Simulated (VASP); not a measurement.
# NaCl (Fm-3m) in VASP: further runs, part 2 of 2

VASP 6.6.1.

### Step 4. Single point, PBEsol

This run uses another cell than the first one, of 18.40 Å³/atom.

File INCAR:

```
SYSTEM = NaCl
  ALGO = Normal
  EDIFF = 1E-6
  ENCUT = 520
  GGA = PS
  ISIF = 2
  ISMEAR = 0
  LASPH = .True.
  LCHARG = .False.
  LREAL = .False.
  LWAVE = .False.
  NBANDS = 14
  NELM = 60
  PREC = Accurate
  SIGMA = 0.01
```

File KPOINTS:

```
k-points
0
Gamma
  8 8 8
  0 0 0
```

File POSCAR:

```
NaCl
1.0
    2.6398180014      2.6398180014      0.0000000000
   -2.6398180014      2.6398180014      0.0000000000
    0.0000000000      2.6398180014      2.6398180014
Na Cl
1 1
Direct
    0.0000000000      0.0000000000      0.0000000000
    0.5000000000      0.5000000000      0.0000000000
```

Potentials or basis: VASP PAW PBE potentials, release 64 (Na_pv, Cl).

Run with:

```sh
$ cat potpaw_PBE.64/Na_pv/POTCAR potpaw_PBE.64/Cl/POTCAR > POTCAR
$ mpirun -np 1 vasp_std > vasp.out
```

OUTCAR:

```text
SYSTEM = NaCl
   EDIFF = 1E-6
   ENCUT = 520
   GGA = PS
   ISIF = 2
   ISMEAR = 0
   LASPH = .True.
   LREAL = .False.
   NELM = 60
   PREC = Accurate

 ion  position               nearest neighbor table
   1  0.000  0.000  0.000-   2 2.64   2 2.64   2 2.64   2 2.64   2 2.64   2 2.64
   2  0.500  0.500  0.000-   1 2.64   1 2.64   1 2.64   1 2.64   1 2.64   1 2.64

  LATTYP: Found a face centered cubic cell.
 ALAT       =     5.2796360028

  Lattice vectors:

 A1 = (   0.0000000000,   2.6398180014,   2.6398180014)
 A2 = (   2.6398180014,   0.0000000000,   2.6398180014)
 A3 = (   2.6398180014,   2.6398180014,   0.0000000000)

Analysis of symmetry for initial positions (statically):
=====================================================================
 Subroutine PRICEL returns:
 Original cell was already a primitive cell.

 Routine SETGRP: Setting up the symmetry group for a
 face centered cubic supercell.

 Subroutine GETGRP returns: Found 48 space group operations
 (whereof 48 operations were pure point group operations)
 out of a pool of 48 trial point group operations.

The static configuration has the point symmetry O_h .

Analysis of symmetry for dynamics (positions and initial velocities):
=====================================================================
 Subroutine PRICEL returns:
 Original cell was already a primitive cell.

 Routine SETGRP: Setting up the symmetry group for a
 face centered cubic supercell.

 Subroutine GETGRP returns: Found 48 space group operations
 (whereof 48 operations were pure point group operations)
 out of a pool of 48 trial point group operations.

The dynamic configuration has the point symmetry O_h .

 Subroutine INISYM returns: Found 48 space group operations
 (whereof 48 operations are pure point group operations),
 and found     1 'primitive' translations

----------------------------------------------------------------------------------------

                                     Primitive cell

  volume of cell :      36.7919

  direct lattice vectors                    reciprocal lattice vectors
     2.639818001  2.639818001  0.000000000     0.189406997  0.189406997 -0.189406997
    -2.639818001  2.639818001  0.000000000    -0.189406997  0.189406997 -0.189406997
     0.000000000  2.639818001  2.639818001     0.000000000  0.000000000  0.378813994

  length of vectors
     3.733266420  3.733266420  3.733266420     0.328062542  0.328062542  0.378813994

  position of ions in fractional coordinates (direct lattice)
     0.000000000  0.000000000  0.000000000
     0.500000000  0.500000000  0.000000000

  ion indices of the primitive-cell ions
   primitive index   ion index
                 1           1
                 2           2

----------------------------------------------------------------------------------------

 KPOINTS: k-points

Automatic generation of k-mesh.
 Grid dimensions read from file:
 generate k-points for:    8    8    8

 Generating k-lattice:

  Cartesian coordinates                     Fractional coordinates (reciprocal lattice)
[... 39 lines left out ...]
  0.375000  0.250000  0.125000     48.000000
  0.500000  0.250000  0.125000     24.000000
 [... further k-points ...]
   k-points           NKPTS =     29   k-points in BZ     NKDIM =     29   number of bands    NBANDS=     14
   number of dos      NEDOS =    301   number of ions     NIONS =      2
   total plane-waves  NPLWV =  21952
   dimension x,y,z NGX =    28 NGY =   28 NGZ =   28
   dimension x,y,z NGXF=    56 NGYF=   56 NGZF=   56
   ions per type =               1   1
   NGX,Y,Z   is equivalent  to a cutoff of  12.47, 12.47, 12.47 a.u.
   NGXF,Y,Z  is equivalent  to a cutoff of  24.94, 24.94, 24.94 a.u.
 SYSTEM =  NaCl
   PREC   = accura    normal or accurate (medium, high low for compatibility)
   ISTART =      0    job   : 0-new  1-cont  2-samecut
   ICHARG =      2    charge: 1-file 2-atom 10-const
   ISPIN  =      1    spin polarized calculation?
   LNONCOLLINEAR =      F non collinear calculations
   LSORBIT =      F    spin-orbit coupling
   LASPH  =      T    aspherical Exc in radial PAW
   ENCUT  =  520.0 eV  38.22 Ry    6.18 a.u.   6.94  6.94  6.94*2*pi/ulx,y,z
   NELM   =     60;   NELMIN=  2; NELMDL= -5     # of ELM steps
   EDIFF  = 0.1E-05   stopping-criterion for ELM
   LREAL  =      F    real-space projection
   EDIFFG = 0.1E-04   stopping-criterion for IOM
   NSW    =      0    number of steps for IOM
   IBRION =     -1    ionic relax: 0-MD 1-quasi-New 2-CG
   NFREE  =      0    steps in history (QN), initial steepest desc. (CG)
   ISIF   =      2    stress and relaxation
   ISYM   =      2    0-nonsym 1-usesym 2-fastsym
   POTIM  = 0.5000    time-step for ionic-motion
   TEBEG  =    0.0;   TEEND  =   0.0 temperature during run
   PSTRESS=    0.0 pullay stress
   NELECT =      14.0000    total number of electrons
   NUPDOWN=      -1.0000    fix difference up-down
   EMIN   =  10.00;   EMAX   =-10.00  energy-range for DOS
   EFERMI =   0.00;   METHOD = LEGACY
   ISMEAR =     0;   SIGMA  =   0.01  broadening in eV -4-tet -1-fermi 0-gaus
   EFERMI_NEDOS =   21; number of points for ismear=-14 and -15
   IALGO  =     38    algorithm
   IMIX   =      4    mixing-type and parameters
     AMIX     =   0.40;   BMIX     =  1.00
     AMIX_MAG =   1.60;   BMIX_MAG =  1.00
  volume/ion in A,a.u.               =      18.40       124.14
  Fermi-wavevector in a.u.,A,eV,Ry     =   1.186315  2.241811 19.148083  1.407344
  Thomas-Fermi vector in A             =   2.322491
   LORBIT       =      0    0 simple, 1 ext, 2 COOP (PROOUT), +10 PAW based schemes
   GGA     = PS    functional components
   LHFCALC =     F    Hartree Fock is set to
   AEXX    =    0.0000 exact exchange contribution
   IVDW    =     0    specifies the selected vdW correction
   LEPSILON=     F    determine dielectric tensor
   LRPA    =     F    only Hartree local field effects (RPA)
 non-spin polarized calculation
 Gauss-broadening in eV      SIGMA  =   0.01
  energy-cutoff  :      520.00
  volume of cell :       36.79
 maximum number of plane-waves:      1002
   NGX = 13   NGY = 13   NGZ = 13

 number of electron      13.9999994 magnetization

 Free energy of the ion-electron system (eV)
  ---------------------------------------------------
  ext. energy  EPLUGINS =         0.00000000
  ---------------------------------------------------
  free energy    TOTEN  =        -6.86181056 eV

  energy without entropy =       -6.86181056  energy(sigma->0) =       -6.86181056

 E-fermi :   0.6979     XC(G=0):  -9.2377

 val. band max:        0.5308534101   @ k =   0.0000   0.0000   0.0000
 cond. band min:       6.3061676835   @ k =   0.0000   0.0000   0.0000
 fundamental gap:      5.7753142734
 Fermi energy:         0.6979129768

 k-point     1 :       0.0000    0.0000    0.0000
  band No.  band energies     occupation
      1     -19.8404      2.00000
      2     -19.8404      2.00000
      3     -19.8404      2.00000
      4     -12.6666      2.00000
      5       0.5309      2.00000
      6       0.5309      2.00000
      7       0.5309      2.00000
      8       6.3062      0.00000
      9      11.6516      0.00000
     10      11.6516      0.00000
     11      11.6516      0.00000
     12      14.1595      0.00000
     13      14.1595      0.00000
     14      15.8474      0.00000
[... 377 lines left out ...]
      1     -19.9017      2.00000
      2     -19.8597      2.00000
      3     -19.8504      2.00000
      4     -12.0018      2.00000
      5      -1.7741      2.00000
      6      -0.5731      2.00000
      7      -0.0772      2.00000
      8       9.1419      0.00000
      9      10.6024      0.00000
     10      11.6121      0.00000
     11      12.8498      0.00000
     12      15.7667      0.00000
     13      17.4081      0.00000
     14      18.3594      0.00000

 [... further k-points ...]

------------------------ aborting loop because EDIFF is reached ----------------------------------------

  FORCE on cell =-STRESS in cart. coord.  units (eV):
  Direction    XX          YY          ZZ          XY          YZ          ZX
  --------------------------------------------------------------------------------------
  -------------------------------------------------------------------------------------
  Total        1.6281154      1.6281154      1.6281154      0.0000000      0.0000000     -0.0000000
  in kB       70.8996034     70.8996034     70.8996034      0.0000000      0.0000000     -0.0000000
  external PRESSURE =      70.8996034 kB  Pullay stress =       0.0000000 kB

 VOLUME and BASIS-vectors are now :
 -----------------------------------------------------------------------------
  energy-cutoff  :      520.00
  volume of cell :       36.79
      direct lattice vectors                 reciprocal lattice vectors
     2.639818001  2.639818001  0.000000000     0.189406997  0.189406997 -0.189406997
    -2.639818001  2.639818001  0.000000000    -0.189406997  0.189406997 -0.189406997
     0.000000000  2.639818001  2.639818001     0.000000000  0.000000000  0.378813994

 POSITION                                       TOTAL-FORCE (eV/Angst)
 -----------------------------------------------------------------------------------
      0.00000      0.00000      0.00000         0.000000      0.000000      0.000000
      0.00000      2.63982      0.00000        -0.000000     -0.000000      0.000000
 -----------------------------------------------------------------------------------
    total drift:                               -0.000000      0.000000     -0.000000

  FREE ENERGIE OF THE ION-ELECTRON SYSTEM (eV)
  ---------------------------------------------------
  free  energy   TOTEN  =        -6.8618105642 eV

  energy  without entropy=       -6.8618105642  energy(sigma->0) =       -6.86181056
```

OSZICAR:

```text
N       E                     dE             d eps       ncg     rms          rms(c)
DAV:   1     0.104698363073E+03    0.10470E+03   -0.71020E+03   818   0.105E+03
DAV:   2     0.817693787730E+00   -0.10388E+03   -0.95255E+02   894   0.293E+02
DAV:   3    -0.690033294529E+01   -0.77180E+01   -0.76696E+01  1040   0.735E+01
DAV:   4    -0.700993285116E+01   -0.10960E+00   -0.10955E+00   938   0.906E+00
DAV:   5    -0.701208585401E+01   -0.21530E-02   -0.21529E-02  1022   0.133E+00    0.209E+00
DAV:   6    -0.687226206207E+01    0.13982E+00   -0.20190E-01  1038   0.374E+00    0.151E+00
DAV:   7    -0.685985662138E+01    0.12405E-01   -0.60852E-02  1142   0.182E+00    0.993E-01
DAV:   8    -0.686191101865E+01   -0.20544E-02   -0.58539E-03   938   0.769E-01    0.301E-01
DAV:   9    -0.686179560804E+01    0.11541E-03   -0.19502E-04  1016   0.124E-01    0.134E-01
DAV:  10    -0.686181309102E+01   -0.17483E-04   -0.10610E-04   962   0.101E-01    0.223E-02
DAV:  11    -0.686181063165E+01    0.24594E-05   -0.65172E-06  1016   0.288E-02    0.623E-03
DAV:  12    -0.686181056423E+01    0.67414E-07   -0.65125E-07   834   0.899E-03
   1 F= -.68618106E+01 E0= -.68618106E+01  d E =-.205028-125
```

stdout:

```text
POSCAR found type information on POSCAR NaCl
 POSCAR found :  2 types and       2 ions
 scaLAPACK will be used
 -----------------------------------------------------------------------------
|                                                                             |
|                                                                             |
|     You enforced a specific xc type in the INCAR file but a different       |
|     I HOPE YOU KNOW WHAT YOU ARE DOING!                                     |
|                                                                             |
 -----------------------------------------------------------------------------

 LDA part: xc-table for (Slater+PW92), standard interpolation
 POSCAR, INCAR and KPOINTS ok, starting setup
 FFT: planning ... GRIDC
 FFT: planning ... GRID_SOFT
 FFT: planning ... GRID
 WAVECAR not read
 entering main loop
```

Wall time 27 s (1 thread of Intel Xeon 8259CL, shared host); peak memory 0.15 GiB.

What came out:

* Free energy: -6.8618 eV
* Pressure: 7.1 GPa
* Band gap on the k mesh: 5.78 eV

Caveat: the cell stands under pressure; the PAW data sets were made with another functional, which shifts forces and pressure a little. Expect the measured gap to be larger: semilocal functionals such as PBEsol lack the derivative discontinuity.

### Step 5. Single point, PBEsol

This run uses another cell than the first one, of 17.52 Å³/atom.

File INCAR:

```
ALGO = Normal
EDIFF = 1E-7
ENCUT = 520
GGA = PS
ISIF = 2
ISMEAR = 0
LASPH = True
LCHARG = False
LREAL = False
LWAVE = False
NBANDS = 14
NELM = 80
PREC = Accurate
SIGMA = 0.01
```

File KPOINTS:

```
k-points
0
Gamma
  8 8 8
```

File POSCAR:

```
NaCl
1.0
    2.5971747215      2.5971747215      0.0000000000
   -2.5971747215      2.5971747215      0.0000000000
    0.0000000000      2.5971747215      2.5971747215
Na Cl
1 1
Direct
    0.0000000000      0.0000000000      0.0000000000
    0.5000000000      0.5000000000      0.0000000000
```

Potentials or basis: VASP PAW PBE potentials, release 64 (Na_pv, Cl).

Run with:

```sh
$ cat potpaw_PBE.64/Na_pv/POTCAR potpaw_PBE.64/Cl/POTCAR > POTCAR
$ mpirun -np 1 vasp_std > vasp.out
```

OUTCAR:

```text
EDIFF = 1E-7
   ENCUT = 520
   GGA = PS
   ISIF = 2
   ISMEAR = 0
   LASPH = True
   LREAL = False
   NELM = 80
   PREC = Accurate

 ion  position               nearest neighbor table
   1  0.000  0.000  0.000-   2 2.60   2 2.60   2 2.60   2 2.60   2 2.60   2 2.60
   2  0.500  0.500  0.000-   1 2.60   1 2.60   1 2.60   1 2.60   1 2.60   1 2.60

  LATTYP: Found a face centered cubic cell.
 ALAT       =     5.1943494430

  Lattice vectors:

 A1 = (   0.0000000000,   2.5971747215,   2.5971747215)
 A2 = (   2.5971747215,   0.0000000000,   2.5971747215)
[... 586 lines left out ...]
     11      13.3970      0.00000
     12      16.3957      0.00000
     13      18.1569      0.00000
     14      19.0753      0.00000

 [... further k-points ...]
[... 5 lines left out ...]
  --------------------------------------------------------------------------------------
  -------------------------------------------------------------------------------------
  Total        2.2170244      2.2170244      2.2170244     -0.0000000      0.0000000     -0.0000000
  in kB      101.3788954    101.3788954    101.3788954     -0.0000000      0.0000000     -0.0000000
  external PRESSURE =     101.3788954 kB  Pullay stress =       0.0000000 kB

 VOLUME and BASIS-vectors are now :
 -----------------------------------------------------------------------------
  energy-cutoff  :      520.00
  volume of cell :       35.04
      direct lattice vectors                 reciprocal lattice vectors
     2.597174722  2.597174722  0.000000000     0.192516890  0.192516890 -0.192516890
    -2.597174722  2.597174722  0.000000000    -0.192516890  0.192516890 -0.192516890
     0.000000000  2.597174722  2.597174722     0.000000000  0.000000000  0.385033780

 POSITION                                       TOTAL-FORCE (eV/Angst)
 -----------------------------------------------------------------------------------
      0.00000      0.00000      0.00000         0.000000      0.000000      0.000000
      0.00000      2.59717      0.00000        -0.000000     -0.000000      0.000000
 -----------------------------------------------------------------------------------
    total drift:                               -0.000000      0.000000     -0.000000

  FREE ENERGIE OF THE ION-ELECTRON SYSTEM (eV)
  ---------------------------------------------------
  free  energy   TOTEN  =        -6.7675920010 eV

  energy  without entropy=       -6.7675920010  energy(sigma->0) =       -6.76759200
```

stdout:

```text
POSCAR found type information on POSCAR NaCl
 POSCAR found :  2 types and       2 ions
 scaLAPACK will be used
 -----------------------------------------------------------------------------
|                                                                             |
|                                                                             |
|     You enforced a specific xc type in the INCAR file but a different       |
|     I HOPE YOU KNOW WHAT YOU ARE DOING!                                     |
|                                                                             |
 -----------------------------------------------------------------------------

 LDA part: xc-table for (Slater+PW92), standard interpolation
 POSCAR, INCAR and KPOINTS ok, starting setup
 FFT: planning ... GRIDC
 FFT: planning ... GRID_SOFT
 FFT: planning ... GRID
 WAVECAR not read
 entering main loop
```

Run time: 25 s. Hardware: 1 thread of Intel Xeon 8259CL, shared host; peak memory 0.15 GiB.

What came out:

| Quantity | Value |
| --- | --- |
| Free energy | -6.7676 eV |
| Pressure | 10.1 GPa |
| Band gap on the k mesh | 6.03 eV |

Caveat: the cell stands under pressure; the PAW data sets were made with another functional, which shifts forces and pressure a little.

### Step 6. Overview

| cell | gap on the mesh (eV) | pressure (GPa) |
| --- | --- | --- |
| a = 3.594 Å, angles 60.0, 60.0, 90.0°, 2 atoms | 6.39 | 15.2 |
| a = 3.733 Å, angles 60.0, 60.0, 90.0°, 2 atoms | 5.78 | 7.1 |
| a = 3.673 Å, angles 60.0, 60.0, 90.0°, 2 atoms | 6.03 | 10.1 |

Alike in all rows: task single point; level PBEsol; potentials or basis VASP PAW PBE potentials, release 64 (Na_pv, Cl); no spin polarisation; k mesh 8 × 8 × 8; cutoff (eV) 520; smearing gaussian 0.01 eV.

Caveats: the cell stands under pressure; the PAW data sets were made with another functional, which shifts forces and pressure a little.

Total energies depend on the potentials used, so only differences within one code and one set of settings carry meaning.
